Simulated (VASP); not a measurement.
# MgO (P6_3mc) in VASP: further runs

MgO is run at these levels: PBE; tasks: single point.

Everything below comes from runs of VASP 6.6.1. Logs are shortened: lines on timing, memory, paths and dates and some standing lists are left out, and cuts for length are marked.

**1. The cell of the first run**

It takes space group P6_3mc (No. 186, hexagonal). Conventional cell: a = 3.392 Å, b = 3.392 Å, c = 10.230 Å, α = 90.00°, β = 90.00°, γ = 120.00°. Within 2.6 Å of Mg (site symmetry 3m) lie 4 O at 1.94 to 2.05 Å. Mg (site symmetry 3m) has 4 O at 1.96 to 2.05 Å within 2.6 Å. Within 2.6 Å of O (site symmetry 3m) lie 4 Mg at 1.94 to 2.05 Å. Within 2.6 Å of O (site symmetry 3m) lie 4 Mg at 1.96 to 2.05 Å.

**2. Single point, PBE (volume 12.739 Å^3 an atom, c/a of the conventional cell 3.0163)**

INCAR

```
PREC = Accurate
ENCUT = 520
EDIFF = 1E-7
ISMEAR = 0
SIGMA = 0.05
LREAL = False
LASPH = True
NELM = 100
ALGO = Normal
ISIF = 2
LWAVE = False
LCHARG = False
GGA = PE
NBANDS = 26
```

KPOINTS

```
regular mesh
0
Gamma
  9 9 4
```

POSCAR

```
MgO
1.0
    3.3916163453      0.0000000000      0.0000000000
   -1.6958081727      2.9372259149      0.0000000000
    0.0000000000      0.0000000000     10.2301323823
Mg O
4 4
Direct
    0.3333333333      0.6666666667      0.9694906392
    0.0000000000      0.0000000000      0.2208211786
    0.0000000000      0.0000000000      0.7208211786
    0.6666666667      0.3333333333      0.4694906392
    0.3333333333      0.6666666667      0.7800420079
    0.0000000000      0.0000000000      0.5296443544
    0.0000000000      0.0000000000      0.0296443544
    0.6666666667      0.3333333333      0.2800420079
```

Potentials or basis: VASP PAW PBE potentials, release 64 (Mg, O).

Run with:

```bash
$ cat potpaw_PBE.64/Mg/POTCAR potpaw_PBE.64/O/POTCAR > POTCAR
$ mpirun -np 1 vasp_std > vasp.out
```

OUTCAR:

```text
PREC = Accurate
   ENCUT = 520
   EDIFF = 1E-7
   ISMEAR = 0
   LREAL = False
   LASPH = True
   NELM = 100
   ISIF = 2
   GGA = PE

 ion  position               nearest neighbor table
   1  0.333  0.667  0.969-   5 1.94   7 2.05   7 2.05   7 2.05   3 3.21   3 3.21   3 3.21   2 3.23
                             2 3.23   2 3.23
   2  0.000  0.000  0.221-   7 1.96   8 2.05   8 2.05   8 2.05   4 3.21   4 3.21   4 3.21   1 3.23
                             1 3.23   1 3.23
   3  0.000  0.000  0.721-   6 1.96   5 2.05   5 2.05   5 2.05   1 3.21   1 3.21   1 3.21   4 3.23
                             4 3.23   4 3.23
   4  0.667  0.333  0.469-   8 1.94   6 2.05   6 2.05   6 2.05   2 3.21   2 3.21   2 3.21   3 3.23
                             3 3.23   3 3.23
   5  0.333  0.667  0.780-   1 1.94   3 2.05   3 2.05   3 2.05
   6  0.000  0.000  0.530-   3 1.96   4 2.05   4 2.05   4 2.05
   7  0.000  0.000  0.030-   2 1.96   1 2.05   1 2.05   1 2.05
   8  0.667  0.333  0.280-   4 1.94   2 2.05   2 2.05   2 2.05

  LATTYP: Found a hexagonal cell.
 ALAT       =     3.3916163453
 C/A-ratio  =     3.0163000000

  Lattice vectors:

 A1 = (   3.3916163453,   0.0000000000,   0.0000000000)
 A2 = (  -1.6958081727,   2.9372259149,   0.0000000000)
 A3 = (   0.0000000000,   0.0000000000,  10.2301323823)

Analysis of symmetry for initial positions (statically):
=====================================================================
 Subroutine PRICEL returns:
 Original cell was already a primitive cell.

 Routine SETGRP: Setting up the symmetry group for a
 hexagonal supercell.

 Subroutine GETGRP returns: Found 12 space group operations
 (whereof  6 operations were pure point group operations)
 out of a pool of 24 trial point group operations.

The static configuration has the point symmetry C_3v.
 The point group associated with its full space group is C_6v.

Analysis of symmetry for dynamics (positions and initial velocities):
=====================================================================
 Subroutine PRICEL returns:
 Original cell was already a primitive cell.

 Routine SETGRP: Setting up the symmetry group for a
 hexagonal supercell.

 Subroutine GETGRP returns: Found 12 space group operations
 (whereof  6 operations were pure point group operations)
 out of a pool of 24 trial point group operations.

The dynamic configuration has the point symmetry C_3v.
 The point group associated with its full space group is C_6v.

[... 110 lines left out ...]
   EDIFF  = 0.1E-06   stopping-criterion for ELM
   LREAL  =      F    real-space projection
   EDIFFG = 0.1E-05   stopping-criterion for IOM
   NSW    =      0    number of steps for IOM
   IBRION =     -1    ionic relax: 0-MD 1-quasi-New 2-CG
   NFREE  =      0    steps in history (QN), initial steepest desc. (CG)
   ISIF   =      2    stress and relaxation
   ISYM   =      2    0-nonsym 1-usesym 2-fastsym
   POTIM  = 0.5000    time-step for ionic-motion
   TEBEG  =    0.0;   TEEND  =   0.0 temperature during run
   PSTRESS=    0.0 pullay stress
   NELECT =      32.0000    total number of electrons
   NUPDOWN=      -1.0000    fix difference up-down
   EMIN   =  10.00;   EMAX   =-10.00  energy-range for DOS
   EFERMI =   0.00;   METHOD = LEGACY
   ISMEAR =     0;   SIGMA  =   0.05  broadening in eV -4-tet -1-fermi 0-gaus
   EFERMI_NEDOS =   21; number of points for ismear=-14 and -15
   IALGO  =     38    algorithm
   IMIX   =      4    mixing-type and parameters
     AMIX     =   0.40;   BMIX     =  1.00
     AMIX_MAG =   1.60;   BMIX_MAG =  1.00
  volume/ion in A,a.u.               =      12.74        85.97
  Fermi-wavevector in a.u.,A,eV,Ry     =   1.112713  2.102722 16.845776  1.238130
  Thomas-Fermi vector in A             =   2.249290
   LORBIT       =      0    0 simple, 1 ext, 2 COOP (PROOUT), +10 PAW based schemes
   GGA     = PE    functional components
   LHFCALC =     F    Hartree Fock is set to
   AEXX    =    0.0000 exact exchange contribution
   IVDW    =     0    specifies the selected vdW correction
   LEPSILON=     F    determine dielectric tensor
   LRPA    =     F    only Hartree local field effects (RPA)
 non-spin polarized calculation
 Gauss-broadening in eV      SIGMA  =   0.05
  energy-cutoff  :      520.00
  volume of cell :      101.91
 maximum number of plane-waves:      2768
 NGX is ok and might be reduce to    28
   NGX = 13   NGY = 13   NGZ = 39

 number of electron      31.9999999 magnetization

 Free energy of the ion-electron system (eV)
  ---------------------------------------------------
  ext. energy  EPLUGINS =         0.00000000
  ---------------------------------------------------
  free energy    TOTEN  =       -46.70096416 eV

  energy without entropy =      -46.70096416  energy(sigma->0) =      -46.70096416

 E-fermi :   0.9194     XC(G=0):  -9.4201

 val. band max:        0.6230341349   @ k =   0.0000   0.0000   0.0000
 cond. band min:       3.7340468134   @ k =   0.0000   0.0000   0.0000
 fundamental gap:      3.1110126785
 Fermi energy:         0.9193689130

 k-point     1 :       0.0000    0.0000    0.0000
  band No.  band energies     occupation
      1     -15.2764      2.00000
      2     -14.9635      2.00000
      3     -14.9288      2.00000
      4     -14.5924      2.00000
      5      -2.2820      2.00000
      6      -1.2299      2.00000
[... 685 lines left out ...]
     25      12.6310      0.00000
     26      12.9084      0.00000

 [... further k-points ...]
[... 5 lines left out ...]
  --------------------------------------------------------------------------------------
  -------------------------------------------------------------------------------------
  Total       -5.3080086     -5.3080086      2.5957961      0.0000000      0.0000000      0.0000000
  in kB      -83.4481815    -83.4481815     40.8089892      0.0000000      0.0000000      0.0000000
  external PRESSURE =     -42.0291246 kB  Pullay stress =       0.0000000 kB

 VOLUME and BASIS-vectors are now :
 -----------------------------------------------------------------------------
  energy-cutoff  :      520.00
  volume of cell :      101.91
      direct lattice vectors                 reciprocal lattice vectors
     3.391616345  0.000000000  0.000000000     0.294844669  0.170228649  0.000000000
    -1.695808173  2.937225915  0.000000000     0.000000000  0.340457298  0.000000000
     0.000000000  0.000000000 10.230132382     0.000000000  0.000000000  0.097750446

 POSITION                                       TOTAL-FORCE (eV/Angst)
 -----------------------------------------------------------------------------------
     -0.00000      1.95815      9.91802        -0.000000     -0.000000      0.485208
      0.00000      0.00000      2.25903        -0.000000      0.000000      0.537531
      0.00000      0.00000      7.37410         0.000000     -0.000000      0.537531
      1.69581      0.97908      4.80295         0.000000     -0.000000      0.485208
     -0.00000      1.95815      7.97993        -0.000000      0.000000     -0.518976
      0.00000      0.00000      5.41833        -0.000000      0.000000     -0.503763
      0.00000      0.00000      0.30327         0.000000      0.000000     -0.503763
      1.69581      0.97908      2.86487         0.000000     -0.000000     -0.518976
 -----------------------------------------------------------------------------------
    total drift:                               -0.000000     -0.000000      0.002198

  FREE ENERGIE OF THE ION-ELECTRON SYSTEM (eV)
  ---------------------------------------------------
  free  energy   TOTEN  =       -46.7009641619 eV

  energy  without entropy=      -46.7009641619  energy(sigma->0) =      -46.70096416
```

Wall time 92 s (1 thread of Intel Xeon Platinum 8259CL at 2.50GHz (Skylake/Cascade Lake), shared host); peak memory 0.27 GiB.

Results:

```
Free energy            : -46.7010 eV
Pressure               : -4.2 GPa
Largest force          : 0.538 eV/Å
Band gap on the k mesh : 3.11 eV, direct
```

Forces on the atoms (eV/Å):
```
Mg   0.000  0.000  0.485
Mg   0.000  0.000  0.538
Mg   0.000  0.000  0.538
Mg   0.000  0.000  0.485
O    0.000  0.000 -0.519
O    0.000  0.000 -0.504
O    0.000  0.000 -0.504
O    0.000  0.000 -0.519
```

 A k mesh can miss the band edges.

**3. Single point, PBE (volume 12.739 Å^3 an atom, c/a of the conventional cell 2.6717)**

INCAR

```
SYSTEM = MgO
ALGO = Normal
EDIFF = 1E-7
ENCUT = 520
GGA = PE
ISIF = 2
ISMEAR = 0
LASPH = .TRUE.
LCHARG = .FALSE.
LREAL = .FALSE.
LWAVE = .FALSE.
NBANDS = 26
NELM = 60
PREC = Accurate
SIGMA = 0.05
```

KPOINTS

```
k-points
0
G
  9 9 4
  0 0 0
```

POSCAR: that of step 2 with these lines changed.

```diff
@@ -2,5 +2,5 @@
 1.0
-    3.3916163453      0.0000000000      0.0000000000
-   -1.6958081727      2.9372259149      0.0000000000
-    0.0000000000      0.0000000000     10.2301323823
+    3.5315796109      0.0000000000      0.0000000000
+   -1.7657898055      3.0584376585      0.0000000000
+    0.0000000000      0.0000000000      9.4353212465
 Mg O
```

Potentials or basis: VASP PAW PBE potentials, release 64 (Mg, O).

Run with:

```bash
$ cat potpaw_PBE.64/Mg/POTCAR potpaw_PBE.64/O/POTCAR > POTCAR
$ mpirun -np 1 vasp_std > vasp.out
```

Run time: 93 s. Hardware: 1 thread of Intel Xeon Platinum 8259CL at 2.50GHz (Skylake/Cascade Lake), shared host; peak memory 0.26 GiB.

The run converged. Its results:

| Quantity | Value |
| --- | --- |
| Free energy | -45.3361 eV |
| Pressure | 0.4 GPa |
| Largest force | 2.576 eV/Å |
| Band gap on the k mesh | 2.86 eV, direct |

Forces on the atoms (eV/Å):
```
Mg   0.000  0.000  2.443
Mg   0.000  0.000  2.576
Mg   0.000  0.000  2.576
Mg   0.000  0.000  2.443
O    0.000  0.000 -2.555
O    0.000  0.000 -2.464
O    0.000  0.000 -2.464
O    0.000  0.000 -2.555
```

Stress tensor (GPa, compression positive):
```
-13.61   0.00   0.00
  0.00 -13.61   0.00
  0.00   0.00  28.45
```

Levels at points of the mesh, in eV from the valence-band top:
| k point | band 14 | band 15 | band 16 | band 17 | band 18 | band 19 |
| --- | --- | --- | --- | --- | --- | --- |
| (0.00, 0.00, 0.00) | -0.43 | -0.43 | 0.00 | 2.86 | 5.17 | 5.46 |
| (0.00, 0.00, 0.50) | -0.50 | -0.50 | -0.50 | 3.75 | 3.75 | 6.86 |

Caveat: forces of over 1 eV/Å act on the atoms, so gaps and moduli don't describe the material at rest.

(Continued in part 2 of 2.)
